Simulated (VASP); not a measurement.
Runs of VASP 6.6.1 on AlCo3. The structure is that of space group Pm-3m (No. 221), or close to it. The cells are those of the table. 

```csv
level,spin,cell,smearing,gap on the mesh (eV),pressure (GPa),moment (μB)
r2SCAN,"collinear, ferromagnetic start","a = 3.575 Å, 4 atoms",methfessel-paxton 0.2 eV,none,1.3,4.51
r2SCAN,"collinear, ferromagnetic start","a = 3.575 Å, 4 atoms",methfessel-paxton 0.1 eV,none,1.3,(a)
r2SCAN+D3(BJ),"collinear, ferromagnetic start","a = 3.575 Å, 4 atoms",gaussian 0.1 eV,none,-1.5,4.50
r2SCAN,off,"a = 3.497 Å, 4 atoms",gaussian 0.1 eV,none,-0.1,-
r2SCAN+rVV10,"collinear, ferromagnetic start","a = 3.574 Å, 4 atoms",gaussian 0.1 eV,none,(b),4.50
```

Alike in all rows: task single point; potentials or basis VASP PAW PBE potentials, release 64 (Al, Co); k mesh 12 × 12 × 12; cutoff (eV) 520.

**Question.** Estimate the missing entries.

**Answer.** (a) 4.49; (b) 0.0.

Caveats: the PAW data sets were made with another functional, which shifts forces and pressure a little; three body term missing (at least some runs).

A gap of «none» marks levels without a gap at the run's occupations.
